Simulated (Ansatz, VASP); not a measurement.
## CaO in VASP and in Ansatz

The input INCAR:

```
PREC = Accurate ; ENCUT = 520
EDIFF = 1E-7 ; ISMEAR = -1
SIGMA = 0.02 ; LREAL = False
LASPH = True ; NELM = 60
ALGO = Normal ; ISIF = 2
LWAVE = False ; LCHARG = False
GGA = PE ; NBANDS = 24
```

The input KPOINTS:

```
regular mesh
0
Gamma
  12 12 6
```

POSCAR

```
CaO
1.0
    4.1002631402      0.0000000000      0.0000000000
   -2.0501315701      3.5509320416      0.0000000000
    0.0000000000      0.0000000000      4.9135573911
Ca O
2 2
Direct
    0.3333333333      0.6666666667     -0.0625000000
    0.6666666667      0.3333333333      0.4375000000
    0.3333333333      0.6666666667      0.4375000000
    0.6666666667      0.3333333333      0.9375000000
```

Input for Ansatz:

```yaml
crystal:
  lattice:
    - [4.1002631402, 0.0, 0.0]
    - [-2.0501315701, 3.5509320416, 0.0]
    - [0.0, 0.0, 4.9135573911]
  atoms:
    - { symbol: Ca, position: [0.3333333333, 0.6666666667, -0.0625] }
    - { symbol: Ca, position: [0.6666666667, 0.3333333333, 0.4375] }
    - { symbol: O, position: [0.3333333333, 0.6666666667, 0.4375] }
    - { symbol: O, position: [0.6666666667, 0.3333333333, 0.9375] }
kpoints:
  mp_grid: { grid: [12, 12, 6] }
  band_path:
    path:
      - [0.0, 0.0, 0.0]
      - [0.5, 0.0, 0.0]
      - [0.3333333333, 0.3333333333, 0.0]
      - [0.0, 0.0, 0.5]
      - [0.5, 0.0, 0.5]
      - [0.3333333333, 0.3333333333, 0.5]
    npoints: 1
hamiltonian:
  xc: pbe
scf:
  occupations: { method: fermi_dirac, width: 0.02 }
  n_extra_bands: 5
output:
  forces: true
  stress: true
  eigenvalues: true
  write_density: true
  write_potential: true
  elf: true
  volumetric_format: npy
```

Change from the starting cell: hydrostatic strain +3.0%.

Alike in both runs: task single point; functional PBE; k mesh 12 × 12 × 6; occupations fermi-dirac, width 0.02 eV; no spin polarisation.

|  | VASP | Ansatz |
| --- | --- | --- |
| version | VASP 6.6.1 | Ansatz 0.2.0 |
| potentials or method | VASP PAW PBE potentials, release 64 (Ca_sv, O) | plane waves, PAW |
| plane-wave cutoff (eV) | 520 | 420 |
| valence electrons in the cell | 32 | 32 |

VASP gave:

| Quantity | Value |
| --- | --- |
| gap on the k mesh at the Fermi level (eV) | 2.88 |
| pressure (GPa) | -4.8 |
| traceless stress, the component that is largest in VASP (GPa) | -0.23 |

**Question.** Which values does Ansatz return?

**Answer.** gap on the k mesh at the Fermi level (eV): 2.89; pressure (GPa): -5.1; traceless stress, the component that is largest in VASP (GPa): -0.25.
